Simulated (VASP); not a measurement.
Runs of VASP 6.6.1 on KBr. The structure is that of space group Fm-3m (No. 225), or close to it. The cells are those of the table. 

```csv
task,level,cell,cutoff (eV),gap on the mesh (eV),pressure (GPa),relaxed volume (Å³/atom)
relaxation of cell and atoms,RPBE,"relaxed from a = 4.667 Å, angles 60.0°, 2 atoms",500,4.39,0.0,(b)
single point,PBEsol,"a = 4.631 Å, angles 60.0°, 2 atoms",500,4.34,0.1,-
single point,r2SCAN+D4,"a = 4.653 Å, angles 60.0°, 2 atoms",550,(c),0.0,-
relaxation of cell and atoms,PBEsol,"relaxed from a = 4.667 Å, angles 60.0°, 2 atoms",500,4.33,0.0,35.25
relaxation of cell and atoms,r2SCAN+D4,"relaxed from a = 4.667 Å, angles 60.0°, 2 atoms",550,5.10,0.0,35.63
single point,RPBE,"a = 4.893 Å, angles 60.0°, 2 atoms",500,(a),0.0,-
```

Alike in all rows: potentials or basis VASP PAW PBE potentials, release 64 (K_sv, Br); no spin polarisation; k mesh 6 × 6 × 6; smearing gaussian 0.01 eV.

Problem. Fill in the values left out.

Solution. (a) 4.40; (b) 41.53; (c) 5.11.

Caveats: the PAW data sets were made with another functional, which shifts forces and pressure a little; the volume moved by over 15 % at a fixed basis, so the end points are rough (at least some runs).

A k mesh can miss the band edges, and the runs leave out spin-orbit coupling on Br.
